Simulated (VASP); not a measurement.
# BaS (F-43m) in VASP: notebook

Runs on BaS. Level: PBE. Tasks: single point.

All numbers are computed with VASP 6.6.1; they aren't measurements. Logs are shortened: lines on timing, memory, paths and dates and some standing lists are left out, and cuts for length are marked.

## Step 1: The cell of the first run

The structure is cubic, space group F-43m (No. 216). The conventional cell has a = 6.851 Å, b = 6.851 Å, c = 6.851 Å, α = 90.00°, β = 90.00°, γ = 90.00°. Ba (site symmetry -43m) has 4 S at 2.97 Å within 3.9 Å. S (site symmetry -43m) has 4 Ba at 2.97 Å within 3.9 Å.

## Step 2: Single point, PBE

Contents of INCAR:

```
PREC     = Accurate       # precision mode
ENCUT    = 500            # plane-wave cutoff, eV
EDIFF    = 1E-6           # SCF threshold, eV
ISMEAR   = 0              # smearing method
SIGMA    = 0.05           # smearing width, eV
LREAL    = False          # projectors in reciprocal space
LASPH    = True           # aspherical terms in the spheres
NELM     = 120            # most SCF steps
ALGO     = Normal         # electronic algorithm
ISIF     = 2              # what is computed and relaxed
LWAVE    = False          # write WAVECAR
LCHARG   = True           # write CHGCAR
GGA      = PE             # functional
LELF     = True           # ELF
LVHAR    = True         
NBANDS   = 15             # bands
GGA_COMPAT= False
```

Contents of KPOINTS:

```
regular mesh
0
Gamma
  4 4 4
```

Contents of POSCAR:

```
BaS
1.0
    0.0000000000      3.4256500872      3.4256500872
    3.4256500872      0.0000000000      3.4256500872
    3.4256500872      3.4256500872      0.0000000000
Ba S
1 1
Direct
    0.0000000000      0.0000000000      0.0000000000
    0.2500000000      0.2500000000      0.2500000000
```

Potentials or basis: VASP PAW PBE potentials, release 64 (Ba_sv, S).

Launch:

```sh
cat potpaw_PBE.64/Ba_sv/POTCAR potpaw_PBE.64/S/POTCAR > POTCAR
mpirun -np 1 vasp_std > vasp.out
```

OUTCAR:

```text
PREC = Accurate
   ENCUT = 500
   EDIFF = 1E-6
   ISMEAR = 0
   LREAL = False
   LASPH = True
   NELM = 120
   ISIF = 2
   GGA = PE

 ion  position               nearest neighbor table
   1  0.000  0.000  0.000-   2 2.97   2 2.97   2 2.97   2 2.97
   2  0.250  0.250  0.250-   1 2.97   1 2.97   1 2.97   1 2.97

  LATTYP: Found a face centered cubic cell.
 ALAT       =     6.8513001744

  Lattice vectors:

 A1 = (   0.0000000000,   3.4256500872,   3.4256500872)
 A2 = (   3.4256500872,   0.0000000000,   3.4256500872)
 A3 = (   3.4256500872,   3.4256500872,   0.0000000000)

Analysis of symmetry for initial positions (statically):
=====================================================================
 Subroutine PRICEL returns:
 Original cell was already a primitive cell.

 Routine SETGRP: Setting up the symmetry group for a
 face centered cubic supercell.

 Subroutine GETGRP returns: Found 24 space group operations
 (whereof 24 operations were pure point group operations)
 out of a pool of 48 trial point group operations.

The static configuration has the point symmetry T_d .

Analysis of symmetry for dynamics (positions and initial velocities):
=====================================================================
 Subroutine PRICEL returns:
 Original cell was already a primitive cell.

 Routine SETGRP: Setting up the symmetry group for a
 face centered cubic supercell.

 Subroutine GETGRP returns: Found 24 space group operations
 (whereof 24 operations were pure point group operations)
 out of a pool of 48 trial point group operations.

The dynamic configuration has the point symmetry T_d .

 Subroutine INISYM returns: Found 24 space group operations
 (whereof 24 operations are pure point group operations),
 and found     1 'primitive' translations

----------------------------------------------------------------------------------------

                                     Primitive cell

  volume of cell :      80.4005

  direct lattice vectors                    reciprocal lattice vectors
     0.000000000  3.425650087  3.425650087    -0.145957698  0.145957698  0.145957698
     3.425650087  0.000000000  3.425650087     0.145957698 -0.145957698  0.145957698
     3.425650087  3.425650087  0.000000000     0.145957698  0.145957698 -0.145957698

  length of vectors
     4.844600813  4.844600813  4.844600813     0.252806148  0.252806148  0.252806148

  position of ions in fractional coordinates (direct lattice)
     0.000000000  0.000000000  0.000000000
     0.250000000  0.250000000  0.250000000

  ion indices of the primitive-cell ions
   primitive index   ion index
                 1           1
                 2           2

----------------------------------------------------------------------------------------

 KPOINTS: regular mesh

Automatic generation of k-mesh.
 Grid dimensions read from file:
 generate k-points for:    4    4    4

 Generating k-lattice:

  Cartesian coordinates                     Fractional coordinates (reciprocal lattice)
    -0.036489424  0.036489424  0.036489424     0.250000000  0.000000000  0.000000000
     0.036489424 -0.036489424  0.036489424     0.000000000  0.250000000  0.000000000
     0.036489424  0.036489424 -0.036489424     0.000000000  0.000000000  0.250000000

  Length of vectors
     0.063201537  0.063201537  0.063201537

  Shift w.r.t. Gamma in fractional coordinates (k-lattice)
     0.000000000  0.000000000  0.000000000

 Subroutine IBZKPT returns following result:
 ===========================================

 Found      8 irreducible k-points:

 Following reciprocal coordinates:
            Coordinates               Weight
  0.000000  0.000000  0.000000      1.000000
  0.250000  0.000000  0.000000      8.000000
  0.500000  0.000000  0.000000      4.000000
  0.250000  0.250000  0.000000      6.000000
  0.500000  0.250000  0.000000     24.000000
 -0.250000  0.250000  0.000000     12.000000
  0.500000  0.500000  0.000000      3.000000
 -0.250000  0.500000  0.250000      6.000000
   k-points           NKPTS =      8   k-points in BZ     NKDIM =      8   number of bands    NBANDS=     15
   number of dos      NEDOS =    301   number of ions     NIONS =      2
   total plane-waves  NPLWV =  46656
   dimension x,y,z NGX =    36 NGY =   36 NGZ =   36
   dimension x,y,z NGXF=    72 NGYF=   72 NGZF=   72
   ions per type =               1   1
   NGX,Y,Z   is equivalent  to a cutoff of  12.35, 12.35, 12.35 a.u.
   NGXF,Y,Z  is equivalent  to a cutoff of  24.71, 24.71, 24.71 a.u.
 SYSTEM =  unknown system
   PREC   = accura    normal or accurate (medium, high low for compatibility)
   ISTART =      0    job   : 0-new  1-cont  2-samecut
   ICHARG =      2    charge: 1-file 2-atom 10-const
   ISPIN  =      1    spin polarized calculation?
   LNONCOLLINEAR =      F non collinear calculations
   LSORBIT =      F    spin-orbit coupling
   LASPH  =      T    aspherical Exc in radial PAW
   ENCUT  =  500.0 eV  36.75 Ry    6.06 a.u.   8.83  8.83  8.83*2*pi/ulx,y,z
   NELM   =    120;   NELMIN=  2; NELMDL= -5     # of ELM steps
   EDIFF  = 0.1E-05   stopping-criterion for ELM
   LREAL  =      F    real-space projection
   EDIFFG = 0.1E-04   stopping-criterion for IOM
   NSW    =      0    number of steps for IOM
   IBRION =     -1    ionic relax: 0-MD 1-quasi-New 2-CG
   NFREE  =      0    steps in history (QN), initial steepest desc. (CG)
   ISIF   =      2    stress and relaxation
   ISYM   =      2    0-nonsym 1-usesym 2-fastsym
   POTIM  = 0.5000    time-step for ionic-motion
   TEBEG  =    0.0;   TEEND  =   0.0 temperature during run
   PSTRESS=    0.0 pullay stress
   NELECT =      16.0000    total number of electrons
   NUPDOWN=      -1.0000    fix difference up-down
   EMIN   =  10.00;   EMAX   =-10.00  energy-range for DOS
   EFERMI =   0.00;   METHOD = LEGACY
   ISMEAR =     0;   SIGMA  =   0.05  broadening in eV -4-tet -1-fermi 0-gaus
   EFERMI_NEDOS =   21; number of points for ismear=-14 and -15
   IALGO  =     38    algorithm
   IMIX   =      4    mixing-type and parameters
     AMIX     =   0.40;   BMIX     =  1.00
     AMIX_MAG =   1.60;   BMIX_MAG =  1.00
  volume/ion in A,a.u.               =      40.20       271.28
  Fermi-wavevector in a.u.,A,eV,Ry     =   0.955789  1.806178 12.429354  0.913532
  Thomas-Fermi vector in A             =   2.084658
   LORBIT       =      0    0 simple, 1 ext, 2 COOP (PROOUT), +10 PAW based schemes
   GGA     = PE    functional components
   LHFCALC =     F    Hartree Fock is set to
   AEXX    =    0.0000 exact exchange contribution
   IVDW    =     0    specifies the selected vdW correction
   LEPSILON=     F    determine dielectric tensor
   LRPA    =     F    only Hartree local field effects (RPA)
 non-spin polarized calculation
 Gauss-broadening in eV      SIGMA  =   0.05
  energy-cutoff  :      500.00
  volume of cell :       80.40
 maximum number of plane-waves:      2085
   NGX = 17   NGY = 17   NGZ = 17

 number of electron      16.0000000 magnetization

 Free energy of the ion-electron system (eV)
  ---------------------------------------------------
  ext. energy  EPLUGINS =         0.00000000
  ---------------------------------------------------
  free energy    TOTEN  =        -9.66238840 eV

  energy without entropy =       -9.66238840  energy(sigma->0) =       -9.66238840

 E-fermi :   0.5016     XC(G=0):  -7.4797

 val. band max:        0.1727051714   @ k =  -0.2500   0.5000   0.2500
 cond. band min:       3.0524877767   @ k =   0.0000   0.0000   0.0000
 fundamental gap:      2.8797826053
 Fermi energy:         0.5015797997

 k-point     1 :       0.0000    0.0000    0.0000
  band No.  band energies     occupation
      1     -25.6991      2.00000
      2     -10.9006      2.00000
      3     -10.9006      2.00000
      4     -10.9006      2.00000
      5      -9.8669      2.00000
      6      -0.6615      2.00000
      7      -0.6615      2.00000
      8      -0.6615      2.00000
      9       3.0525      0.00000
     10       5.3142      0.00000
     11       5.3142      0.00000
     12       7.4230      0.00000
     13       7.4230      0.00000
     14       7.4230      0.00000
     15      10.6676      0.00000

 k-point     2 :       0.2500    0.0000    0.0000
  band No.  band energies     occupation
      1     -25.6877      2.00000
      2     -11.4445      2.00000
      3     -10.9279      2.00000
      4     -10.9279      2.00000
      5      -9.3204      2.00000
      6      -0.6971      2.00000
      7      -0.4986      2.00000
      8      -0.4986      2.00000
      9       4.1889      0.00000
     10       5.0645      0.00000
     11       5.0645      0.00000
     12       6.8949      0.00000
     13       7.9331      0.00000
     14       7.9331      0.00000
     15       8.1970      0.00000

 k-point     3 :       0.5000    0.0000    0.0000
  band No.  band energies     occupation
      1     -25.6762      2.00000
      2     -11.7823      2.00000
      3     -10.9548      2.00000
      4     -10.9548      2.00000
      5      -8.9976      2.00000
      6      -0.4628      2.00000
      7      -0.3546      2.00000
      8      -0.3546      2.00000
      9       4.7327      0.00000
     10       5.5621      0.00000
     11       5.5621      0.00000
     12       5.7908      0.00000
     13       6.7798      0.00000
     14       6.7798      0.00000
     15       9.2502      0.00000
[... 55 lines left out ...]
 k-point     7 :       0.5000    0.5000    0.0000
  band No.  band energies     occupation
      1     -25.6687      2.00000
      2     -11.8903      2.00000
      3     -11.0355      2.00000
      4     -11.0355      2.00000
      5      -8.7533      2.00000
      6      -1.0793      2.00000
      7       0.1688      2.00000
      8       0.1688      2.00000
      9       3.6436      0.00000
     10       4.8333      0.00000
     11       6.6867      0.00000
     12       6.6867      0.00000
     13       6.7875      0.00000
     14       9.2856      0.00000
     15       9.5444      0.00000

 k-point     8 :      -0.2500    0.5000    0.2500
  band No.  band energies     occupation
      1     -25.6687      2.00000
      2     -11.8536      2.00000
      3     -11.0985      2.00000
      4     -11.0390      2.00000
      5      -8.7196      2.00000
      6      -0.5220      2.00000
      7      -0.4273      2.00000
      8       0.1727      2.00000
      9       3.5818      0.00000
     10       4.5177      0.00000
     11       6.2954      0.00000
     12       6.7965      0.00000
     13       8.0019      0.00000
     14       9.1732      0.00000
     15       9.3854      0.00000

------------------------ aborting loop because EDIFF is reached ----------------------------------------

  FORCE on cell =-STRESS in cart. coord.  units (eV):
  Direction    XX          YY          ZZ          XY          YZ          ZX
  --------------------------------------------------------------------------------------
  -------------------------------------------------------------------------------------
  Total        1.5687454      1.5687454      1.5687454      0.0000000      0.0000000     -0.0000000
  in kB       31.2610847     31.2610847     31.2610847      0.0000000      0.0000000     -0.0000000
  external PRESSURE =      31.2610847 kB  Pullay stress =       0.0000000 kB

 VOLUME and BASIS-vectors are now :
 -----------------------------------------------------------------------------
  energy-cutoff  :      500.00
  volume of cell :       80.40
      direct lattice vectors                 reciprocal lattice vectors
     0.000000000  3.425650087  3.425650087    -0.145957698  0.145957698  0.145957698
     3.425650087  0.000000000  3.425650087     0.145957698 -0.145957698  0.145957698
     3.425650087  3.425650087  0.000000000     0.145957698  0.145957698 -0.145957698

 POSITION                                       TOTAL-FORCE (eV/Angst)
 -----------------------------------------------------------------------------------
      0.00000      0.00000      0.00000         0.000000      0.000000      0.000000
      1.71283      1.71283      1.71283        -0.000000     -0.000000     -0.000000
 -----------------------------------------------------------------------------------
    total drift:                                0.000000      0.000000     -0.000000

  FREE ENERGIE OF THE ION-ELECTRON SYSTEM (eV)
  ---------------------------------------------------
  free  energy   TOTEN  =        -9.6623884044 eV

  energy  without entropy=       -9.6623884044  energy(sigma->0) =       -9.66238840
```

Wall time 7.9 s (1 thread of Intel Xeon 6975P-C (Granite Rapids), shared host); peak memory 0.2 GiB.

What came out:

| Property | Result |
| --- | --- |
| Free energy | -9.6624 eV |
| Pressure | 3.1 GPa |
| Band gap on the k mesh | 2.88 eV, indirect (least direct gap 3.41 eV) |

Levels at points of the mesh, in eV from the valence-band top:
```tsv
k point	band 5	band 6	band 7	band 8	band 9	band 10	band 11	band 12
(0.00, 0.00, 0.00)	-10.04	-0.83	-0.83	-0.83	2.88	5.14	5.14	7.25
(0.50, 0.00, 0.00)	-9.17	-0.64	-0.53	-0.53	4.56	5.39	5.39	5.62
(0.50, 0.50, 0.00)	-8.93	-1.25	0.00	0.00	3.47	4.66	6.51	6.51
```

Caveat: spin-orbit coupling is left out, which moves the levels of the heavy elements. A k mesh can miss the band edges.

## Step 3: Single point, PBE

This run uses another cell than the first one, of 41.06 Å³/atom, 1.021 times its volume.

Contents of INCAR:

```
ALGO = Normal
EDIFF = 1E-6
ENCUT = 500
GGA = PE
GGA_COMPAT = F
ISIF = 2
ISMEAR = 0
LASPH = T
LCHARG = F
LREAL = F
LWAVE = F
NBANDS = 15
NELM = 120
PREC = Accurate
SIGMA = 0.05
```

Contents of KPOINTS:

```
k-points
0
Gamma
  4 4 4
```

Contents of POSCAR:

```
BaS
1.0
    0.0000000000      3.4499354802      3.4499354802
    3.4499354802      0.0000000000      3.4499354802
    3.4499354802      3.4499354802      0.0000000000
Ba S
1 1
Direct
    0.0000000000      0.0000000000      0.0000000000
    0.2500000000      0.2500000000      0.2500000000
```

Potentials or basis: VASP PAW PBE potentials, release 64 (Ba_sv, S).

Launch:

```sh
cat potpaw_PBE.64/Ba_sv/POTCAR potpaw_PBE.64/S/POTCAR > POTCAR
mpirun -np 1 vasp_std > vasp.out
```

OUTCAR:

```text
EDIFF = 1E-6
   ENCUT = 500
   GGA = PE
   ISIF = 2
   ISMEAR = 0
   LASPH = T
   LREAL = F
   NELM = 120
   PREC = Accurate

 ion  position               nearest neighbor table
   1  0.000  0.000  0.000-   2 2.99   2 2.99   2 2.99   2 2.99
   2  0.250  0.250  0.250-   1 2.99   1 2.99   1 2.99   1 2.99

  LATTYP: Found a face centered cubic cell.
 ALAT       =     6.8998709604

  Lattice vectors:

 A1 = (   0.0000000000,   3.4499354802,   3.4499354802)
 A2 = (   3.4499354802,   0.0000000000,   3.4499354802)
 A3 = (   3.4499354802,   3.4499354802,   0.0000000000)

Analysis of symmetry for initial positions (statically):
=====================================================================
 Subroutine PRICEL returns:
 Original cell was already a primitive cell.

 Routine SETGRP: Setting up the symmetry group for a
 face centered cubic supercell.

 Subroutine GETGRP returns: Found 24 space group operations
 (whereof 24 operations were pure point group operations)
 out of a pool of 48 trial point group operations.

The static configuration has the point symmetry T_d .

Analysis of symmetry for dynamics (positions and initial velocities):
[... 158 lines left out ...]
      8      -0.7131      2.00000
      9       2.9277      0.00000
     10       5.1970      0.00000
     11       5.1970      0.00000
     12       7.2566      0.00000
     13       7.2566      0.00000
     14       7.2566      0.00000
[... 113 lines left out ...]
      2     -11.9190      2.00000
      3     -11.2270      2.00000
      4     -11.1719      2.00000
      5      -8.8663      2.00000
      6      -0.5913      2.00000
      7      -0.5004      2.00000
      8       0.0771      2.00000
      9       3.4882      0.00000
     10       4.4114      0.00000
     11       6.1431      0.00000
     12       6.6327      0.00000
     13       7.7916      0.00000
     14       8.9494      0.00000
     15       9.1402      0.00000

------------------------ aborting loop because EDIFF is reached ----------------------------------------

  FORCE on cell =-STRESS in cart. coord.  units (eV):
  Direction    XX          YY          ZZ          XY          YZ          ZX
  --------------------------------------------------------------------------------------
  -------------------------------------------------------------------------------------
  Total        1.1891180      1.1891180      1.1891180      0.0000000      0.0000000      0.0000000
  in kB       23.1991799     23.1991799     23.1991799      0.0000000      0.0000000      0.0000000
  external PRESSURE =      23.1991799 kB  Pullay stress =       0.0000000 kB

 VOLUME and BASIS-vectors are now :
 -----------------------------------------------------------------------------
  energy-cutoff  :      500.00
  volume of cell :       82.12
      direct lattice vectors                 reciprocal lattice vectors
     0.000000000  3.449935480  3.449935480    -0.144930247  0.144930247  0.144930247
     3.449935480  0.000000000  3.449935480     0.144930247 -0.144930247  0.144930247
     3.449935480  3.449935480  0.000000000     0.144930247  0.144930247 -0.144930247

 POSITION                                       TOTAL-FORCE (eV/Angst)
 -----------------------------------------------------------------------------------
      0.00000      0.00000      0.00000         0.000000      0.000000      0.000000
      1.72497      1.72497      1.72497        -0.000000     -0.000000     -0.000000
 -----------------------------------------------------------------------------------
    total drift:                               -0.000000     -0.000000     -0.000000

  FREE ENERGIE OF THE ION-ELECTRON SYSTEM (eV)
  ---------------------------------------------------
  free  energy   TOTEN  =        -9.6919760241 eV

  energy  without entropy=       -9.6919760241  energy(sigma->0) =       -9.69197602
```

OSZICAR:

```text
N       E                     dE             d eps       ncg     rms          rms(c)
DAV:   1     0.939548227362E+02    0.93955E+02   -0.63662E+03   240   0.873E+02
DAV:   2    -0.366944633311E+01   -0.97624E+02   -0.86354E+02   310   0.163E+02
DAV:   3    -0.104748087991E+02   -0.68054E+01   -0.67473E+01   339   0.475E+01
DAV:   4    -0.106577103115E+02   -0.18290E+00   -0.18288E+00   307   0.795E+00
DAV:   5    -0.106605895637E+02   -0.28793E-02   -0.28792E-02   362   0.825E-01    0.548E+00
DAV:   6    -0.970685473282E+01    0.95373E+00   -0.12847E+00   275   0.618E+00    0.377E+00
DAV:   7    -0.966601733139E+01    0.40837E-01   -0.38294E-01   282   0.304E+00    0.260E+00
DAV:   8    -0.967781985243E+01   -0.11803E-01   -0.37105E-02   282   0.124E+00    0.774E-01
DAV:   9    -0.968775084961E+01   -0.99310E-02   -0.15453E-02   254   0.822E-01    0.341E-01
DAV:  10    -0.969083251934E+01   -0.30817E-02   -0.12930E-03   275   0.211E-01    0.103E-01
DAV:  11    -0.969193475997E+01   -0.11022E-02   -0.16380E-03   247   0.205E-01    0.304E-02
DAV:  12    -0.969196201096E+01   -0.27251E-04   -0.10521E-04   347   0.491E-02    0.370E-02
DAV:  13    -0.969197614605E+01   -0.14135E-04   -0.26187E-05   261   0.318E-02    0.130E-02
DAV:  14    -0.969197602413E+01    0.12192E-06   -0.43614E-07   267   0.477E-03
   1 F= -.96919760E+01 E0= -.96919760E+01  d E =-.328095E-11
```

Wall time 5.6 s (1 thread of Intel Xeon 6975P-C (Granite Rapids), shared host); peak memory 0.2 GiB.

Results:

```
Free energy            : -9.6920 eV
Pressure               : 2.3 GPa
Band gap on the k mesh : 2.85 eV, indirect (least direct gap 3.41 eV)
```

Caveat: spin-orbit coupling is left out, which moves the levels of the heavy elements.
